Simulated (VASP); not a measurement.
# Ga2O3 (C2/m) in VASP: single point with r2SCAN

Aim: the single point of Ga2O3 with r2SCAN.

All numbers are computed with VASP 6.6.1; they aren't measurements. Logs are shortened: lines on timing, memory, paths and dates and some standing lists are left out, and cuts for length are marked.

### 1 The cell of the first run

Symmetry: C2/m, No. 12, monoclinic system. Conventional cell: a = 12.133 Å, b = 3.009 Å, c = 5.805 Å, α = 90.00°, β = 103.67°, γ = 90.00°. Ga (site symmetry m) has 4 O at 1.82 to 1.86 Å within 2.4 Å. Within 2.5 Å of Ga (site symmetry m) lie 6 O at 1.92 to 2.06 Å. Within 2.4 Å of O (site symmetry m) lie 3 Ga at 1.83 to 1.93 Å. Within 2.5 Å of O (site symmetry m) lie 4 Ga at 1.86 to 2.06 Å. O (site symmetry m) has 3 Ga at 1.82 to 1.92 Å within 2.4 Å.

### 2 Single point, r2SCAN (strain -0.0100 x Voigt [1, 1, 0, 0, 0, 0])

POSCAR

```
Ga2O3
1.0
    6.0665631599     -1.5043352706      0.0025325578
    6.0665631599      1.5043352706      0.0025325578
   -1.3745014133      0.0000000000      5.6399772456
Ga O
4 6
Direct
    0.0905209738      0.0905209738      0.7947888382
    0.9094790262      0.9094790262      0.2052111618
    0.6587278752      0.6587278752      0.3144766576
    0.3412721248      0.3412721248      0.6855233424
    0.1642143310      0.1642143310      0.1091577328
    0.8357856690      0.8357856690      0.8908422672
    0.1733419983      0.1733419983      0.5635248269
    0.8266580017      0.8266580017      0.4364751731
    0.4962851429      0.4962851429      0.2562373610
    0.5037148571      0.5037148571      0.7437626390
```

INCAR.step1

```
PREC = Accurate
ENCUT = 520
ISMEAR = 0
SIGMA = 0.05
LREAL = F
LASPH = T
NELM = 60
NBANDS = 55
GGA = PE
ALGO = Normal
EDIFF = 1E-4
LWAVE = T
LCHARG = F
```

INCAR.step2

```
PREC = Accurate
ENCUT = 520
EDIFF = 1E-6
ISMEAR = 0
SIGMA = 0.05
LREAL = F
LASPH = T
NELM = 60
ALGO = Normal
ISIF = 2
LWAVE = F
LCHARG = F
METAGGA = R2SCAN
LMIXTAU = T
NBANDS = 55
ISTART = 1
```

KPOINTS

```
Automatic mesh
0
Gamma
  8 8 4
```

Potentials or basis: VASP PAW PBE potentials, release 64 (Ga_d, O).

Run with:

```bash
> cat potpaw_PBE.64/Ga_d/POTCAR potpaw_PBE.64/O/POTCAR > POTCAR
> cp INCAR.step1 INCAR
> mpirun -np 1 vasp_std > vasp.out
> cp INCAR.step2 INCAR
> mpirun -np 1 vasp_std > vasp.out
```

OUTCAR:

```text
PREC = Accurate
   ENCUT = 520
   EDIFF = 1E-6
   ISMEAR = 0
   LREAL = F
   LASPH = T
   NELM = 60
   ISIF = 2
   METAGGA = R2SCAN
   ISTART = 1

 ion  position               nearest neighbor table
   1  0.091  0.091  0.795-  10 1.82  10 1.82   5 1.83   7 1.86
   2  0.909  0.909  0.205-   9 1.82   9 1.82   6 1.83   8 1.86
   3  0.659  0.659  0.314-   9 1.92   5 1.93   5 1.93   8 1.99   7 2.06   7 2.06
   4  0.341  0.341  0.686-  10 1.92   6 1.93   6 1.93   7 1.99   8 2.06   8 2.06
   5  0.164  0.164  0.109-   1 1.83   3 1.93   3 1.93
   6  0.836  0.836  0.891-   2 1.83   4 1.93   4 1.93
   7  0.173  0.173  0.564-   1 1.86   4 1.99   3 2.06   3 2.06
   8  0.827  0.827  0.436-   2 1.86   3 1.99   4 2.06   4 2.06
   9  0.496  0.496  0.256-   2 1.82   2 1.82   3 1.92
  10  0.504  0.504  0.744-   1 1.82   1 1.82   4 1.92

  LATTYP: Found a base centered monoclinic cell.
 ALAT       =    12.1331273770
 B/A-ratio  =     0.2479715615
 C/A-ratio  =     0.4784462511
 COS(beta)  =    -0.2363712600

  Lattice vectors:

 A1 = (   6.0665631599,  -1.5043352706,   0.0025325578)
 A2 = (   6.0665631599,   1.5043352706,   0.0025325578)
 A3 = (  -1.3745014133,   0.0000000000,   5.6399772456)

Analysis of symmetry for initial positions (statically):
=====================================================================
 Subroutine PRICEL returns:
 Original cell was already a primitive cell.

 Routine SETGRP: Setting up the symmetry group for a
 base centered monoclinic supercell.

 Subroutine GETGRP returns: Found  4 space group operations
 (whereof  4 operations were pure point group operations)
 out of a pool of  4 trial point group operations.

The static configuration has the point symmetry C_2h.

Analysis of symmetry for dynamics (positions and initial velocities):
=====================================================================
 Subroutine PRICEL returns:
 Original cell was already a primitive cell.

 Routine SETGRP: Setting up the symmetry group for a
 base centered monoclinic supercell.

 Subroutine GETGRP returns: Found  4 space group operations
 (whereof  4 operations were pure point group operations)
 out of a pool of  4 trial point group operations.

The dynamic configuration has the point symmetry C_2h.

 Subroutine INISYM returns: Found  4 space group operations
 (whereof  4 operations are pure point group operations),
 and found     1 'primitive' translations

----------------------------------------------------------------------------------------

                                     Primitive cell

  volume of cell :     102.9530

  direct lattice vectors                    reciprocal lattice vectors
     6.066563160 -1.504335271  0.002532558     0.082410604 -0.332372716  0.020084034
     6.066563160  1.504335271  0.002532558     0.082410604  0.332372716  0.020084034
    -1.374501413  0.000000000  5.639977246    -0.000074011  0.000000000  0.177287643

  length of vectors
     6.250297560  6.250297560  5.805049308     0.343025507  0.343025507  0.177287658

  position of ions in fractional coordinates (direct lattice)
     0.090520974  0.090520974  0.794788838
     0.909479026  0.909479026  0.205211162
     0.658727875  0.658727875  0.314476658
     0.341272125  0.341272125  0.685523342
     0.164214331  0.164214331  0.109157733
     0.835785669  0.835785669  0.890842267
     0.173341998  0.173341998  0.563524827
     0.826658002  0.826658002  0.436475173
     0.496285143  0.496285143  0.256237361
     0.503714857  0.503714857  0.743762639

  ion indices of the primitive-cell ions
   primitive index   ion index
                 1           1
                 2           2
                 3           3
                 4           4
                 5           5
                 6           6
                 7           7
                 8           8
                 9           9
                10          10

----------------------------------------------------------------------------------------

 KPOINTS: Automatic mesh

Automatic generation of k-mesh.
 Grid dimensions read from file:
 generate k-points for:    8    8    4

 Generating k-lattice:

  Cartesian coordinates                     Fractional coordinates (reciprocal lattice)
     0.010301326 -0.041546590  0.002510504     0.125000000  0.000000000  0.000000000
     0.010301326  0.041546590  0.002510504     0.000000000  0.125000000  0.000000000
    -0.000018503  0.000000000  0.044321911    -0.000000000 -0.000000000  0.250000000

  Length of vectors
     0.042878188  0.042878188  0.044321915

  Shift w.r.t. Gamma in fractional coordinates (k-lattice)
     0.000000000  0.000000000  0.000000000

 Subroutine IBZKPT returns following result:
 ===========================================

 Found     78 irreducible k-points:

 Following reciprocal coordinates:
            Coordinates               Weight
  0.000000  0.000000  0.000000      1.000000
  0.125000 -0.000000  0.000000      4.000000
  0.250000 -0.000000  0.000000      4.000000
  0.375000 -0.000000  0.000000      4.000000
  0.500000 -0.000000  0.000000      2.000000
  0.125000  0.125000  0.000000      2.000000
[... 16 lines left out ...]
  0.125000  0.000000  0.250000      4.000000
  0.250000 -0.000000  0.250000      4.000000
 [... further k-points ...]
   k-points           NKPTS =     78   k-points in BZ     NKDIM =     78   number of bands    NBANDS=     55
   number of dos      NEDOS =    301   number of ions     NIONS =     10
   total plane-waves  NPLWV = 110592
   dimension x,y,z NGX =    48 NGY =   48 NGZ =   48
   dimension x,y,z NGXF=    96 NGYF=   96 NGZF=   96
   ions per type =               4   6
   NGX,Y,Z   is equivalent  to a cutoff of  12.77, 12.77, 13.75 a.u.
   NGXF,Y,Z  is equivalent  to a cutoff of  25.53, 25.53, 27.49 a.u.
 SYSTEM =  unknown system
   PREC   = accura    normal or accurate (medium, high low for compatibility)
   ISTART =      1    job   : 0-new  1-cont  2-samecut
   ICHARG =      0    charge: 1-file 2-atom 10-const
   ISPIN  =      1    spin polarized calculation?
   LNONCOLLINEAR =      F non collinear calculations
   LSORBIT =      F    spin-orbit coupling
   LASPH  =      T    aspherical Exc in radial PAW
   ENCUT  =  520.0 eV  38.22 Ry    6.18 a.u.  11.62 11.62 10.79*2*pi/ulx,y,z
   NELM   =     60;   NELMIN=  2; NELMDL=  0     # of ELM steps
   EDIFF  = 0.1E-05   stopping-criterion for ELM
   LREAL  =      F    real-space projection
   EDIFFG = 0.1E-04   stopping-criterion for IOM
   NSW    =      0    number of steps for IOM
   IBRION =     -1    ionic relax: 0-MD 1-quasi-New 2-CG
   NFREE  =      0    steps in history (QN), initial steepest desc. (CG)
   ISIF   =      2    stress and relaxation
   ISYM   =      2    0-nonsym 1-usesym 2-fastsym
   POTIM  = 0.5000    time-step for ionic-motion
   TEBEG  =    0.0;   TEEND  =   0.0 temperature during run
   PSTRESS=    0.0 pullay stress
   NELECT =      88.0000    total number of electrons
   NUPDOWN=      -1.0000    fix difference up-down
   EMIN   =  10.00;   EMAX   =-10.00  energy-range for DOS
   EFERMI =   0.00;   METHOD = LEGACY
   ISMEAR =     0;   SIGMA  =   0.05  broadening in eV -4-tet -1-fermi 0-gaus
   EFERMI_NEDOS =   21; number of points for ismear=-14 and -15
   IALGO  =     38    algorithm
   IMIX   =      4    mixing-type and parameters
     AMIX     =   0.40;   BMIX     =  1.00
     AMIX_MAG =   1.60;   BMIX_MAG =  1.00
  volume/ion in A,a.u.               =      10.30        69.48
  Fermi-wavevector in a.u.,A,eV,Ry     =   1.553660  2.935992 32.842567  2.413861
  Thomas-Fermi vector in A             =   2.657859
   LORBIT       =      0    0 simple, 1 ext, 2 COOP (PROOUT), +10 PAW based schemes
   METAGGA = R2SCAN    functional components
   LHFCALC =     F    Hartree Fock is set to
   AEXX    =    0.0000 exact exchange contribution
   IVDW    =     0    specifies the selected vdW correction
   LEPSILON=     F    determine dielectric tensor
   LRPA    =     F    only Hartree local field effects (RPA)
 non-spin polarized calculation
 Gauss-broadening in eV      SIGMA  =   0.05
  energy-cutoff  :      520.00
  volume of cell :      102.95
 maximum number of plane-waves:      2798
 NGX is ok and might be reduce to    48
   NGX = 23   NGY = 23   NGZ = 21

 number of electron      88.0000023 magnetization

 Free energy of the ion-electron system (eV)
  ---------------------------------------------------
  ext. energy  EPLUGINS =         0.00000000
  ---------------------------------------------------
  free energy    TOTEN  =      -102.37720008 eV

  energy without entropy =     -102.37720008  energy(sigma->0) =     -102.37720008

 E-fermi :   3.8444     XC(G=0): -12.6356

 val. band max:        3.5940625905   @ k =   0.5000   0.3750   0.5000
 cond. band min:       6.7874848307   @ k =   0.0000   0.0000   0.0000
 fundamental gap:      3.1934222403
 Fermi energy:         3.8444048225

 k-point     1 :       0.0000    0.0000    0.0000
  band No.  band energies     occupation
      1     -16.3805      2.00000
      2     -15.2601      2.00000
      3     -15.1980      2.00000
      4     -14.9925      2.00000
      5     -14.5462      2.00000
      6     -14.5216      2.00000
[... 47 lines left out ...]
     54      17.1404      0.00000
     55      17.5388      0.00000

 k-point     2 :       0.1250   -0.0000    0.0000
  band No.  band energies     occupation
      1     -16.2582      2.00000
      2     -15.2154      2.00000
      3     -15.1869      2.00000
      4     -14.9228      2.00000
      5     -14.5425      2.00000
      6     -14.5171      2.00000
[... 47 lines left out ...]
     54      16.1694      0.00000
     55      16.3161      0.00000
[... 1216 lines left out ...]
     54      16.3388      0.00000
     55      16.8248      0.00000

 k-point    24 :       0.2500   -0.0000    0.2500
  band No.  band energies     occupation
      1     -15.8233      2.00000
      2     -15.2722      2.00000
      3     -15.1019      2.00000
      4     -14.7807      2.00000
      5     -14.5778      2.00000
      6     -14.4755      2.00000
[... 47 lines left out ...]
     54      15.4306      0.00000
     55      16.8294      0.00000

 [... further k-points ...]

------------------------ aborting loop because EDIFF is reached ----------------------------------------

  FORCE on cell =-STRESS in cart. coord.  units (eV):
  Direction    XX          YY          ZZ          XY          YZ          ZX
  --------------------------------------------------------------------------------------
  -------------------------------------------------------------------------------------
  Total        4.4472875      5.4890609      2.5044386      0.0000000      0.0000000      0.0649150
  in kB       69.2096889     85.4220013     38.9746364      0.0000000      0.0000000      1.0102221
  external PRESSURE =      64.5354422 kB  Pullay stress =       0.0000000 kB

 VOLUME and BASIS-vectors are now :
 -----------------------------------------------------------------------------
  energy-cutoff  :      520.00
  volume of cell :      102.95
      direct lattice vectors                 reciprocal lattice vectors
     6.066563160 -1.504335271  0.002532558     0.082410604 -0.332372716  0.020084034
     6.066563160  1.504335271  0.002532558     0.082410604  0.332372716  0.020084034
    -1.374501413  0.000000000  5.639977246    -0.000074011  0.000000000  0.177287643

 POSITION                                       TOTAL-FORCE (eV/Angst)
 -----------------------------------------------------------------------------------
      0.00586      0.00000      4.48305         0.259837      0.000000      0.165866
     10.75276      0.00000      1.16199        -0.259837      0.000000     -0.165866
      7.56018      0.00000      1.77698         0.069957      0.000000      0.093717
      3.19844      0.00000      3.86806        -0.069957      0.000000     -0.093717
      1.84240      0.00000      0.61648         0.141068      0.000000     -0.076341
      8.91623      0.00000      5.02856        -0.141068      0.000000      0.076341
      1.32861      0.00000      3.17915        -0.045679      0.000000     -0.093729
      9.43001      0.00000      2.46590         0.045679      0.000000      0.093729
      5.66929      0.00000      1.44769         0.193249      0.000000      0.090951
      5.08933      0.00000      4.19736        -0.193249      0.000000     -0.090951
 -----------------------------------------------------------------------------------
    total drift:                                0.000000     -0.000000      0.000000

  FREE ENERGIE OF THE ION-ELECTRON SYSTEM (eV)
  ---------------------------------------------------
  free  energy   TOTEN  =      -102.3772000777 eV

  energy  without entropy=     -102.3772000777  energy(sigma->0) =     -102.37720008
```

Run time: 79 min. Hardware: 1 thread of Intel Xeon 8259CL, shared host; peak memory 0.56 GiB.

Results:

* Free energy: -102.3772 eV
* Pressure: 6.5 GPa
* Largest force: 0.308 eV/Å
* Band gap on the k mesh: 3.19 eV (least direct gap 3.27 eV)

Forces in eV/Å, atoms in the order of the input:
```
Ga   0.260  0.000  0.166
Ga  -0.260  0.000 -0.166
Ga   0.070  0.000  0.094
Ga  -0.070  0.000 -0.094
O    0.141  0.000 -0.076
O   -0.141  0.000  0.076
O   -0.046  0.000 -0.094
O    0.046  0.000  0.094
O    0.193  0.000  0.091
O   -0.193  0.000 -0.091
```

Stress tensor (GPa, compression positive):
```
6.92 0.00 0.10
0.00 8.54 0.00
0.10 0.00 3.90
```

Levels at points of the mesh, in eV from the valence-band top:
| k point | band 42 | band 43 | band 44 | band 45 | band 46 | band 47 |
| --- | --- | --- | --- | --- | --- | --- |
| (0.00, 0.00, 0.00) | -0.48 | -0.27 | -0.07 | 3.19 | 6.51 | 7.61 |
| (0.50, 0.00, 0.00) | -0.73 | -0.44 | -0.23 | 6.48 | 7.41 | 8.15 |
| (0.50, 0.50, 0.00) | -0.61 | -0.39 | -0.24 | 5.33 | 5.61 | 6.68 |
| (0.00, 0.00, 0.50) | -0.61 | -0.42 | -0.29 | 5.61 | 5.68 | 7.70 |
| (0.50, 0.00, 0.50) | -1.09 | -0.74 | -0.70 | 7.83 | 7.86 | 8.74 |
| (0.50, 0.50, 0.50) | -0.60 | -0.55 | -0.01 | 6.05 | 6.13 | 7.15 |

Caveat: the cell differs from its parent crystal (strain -0.0100 x Voigt [1, 1, 0, 0, 0, 0]); the cell stands under pressure; the PAW data sets were made with another functional, which shifts forces and pressure a little.
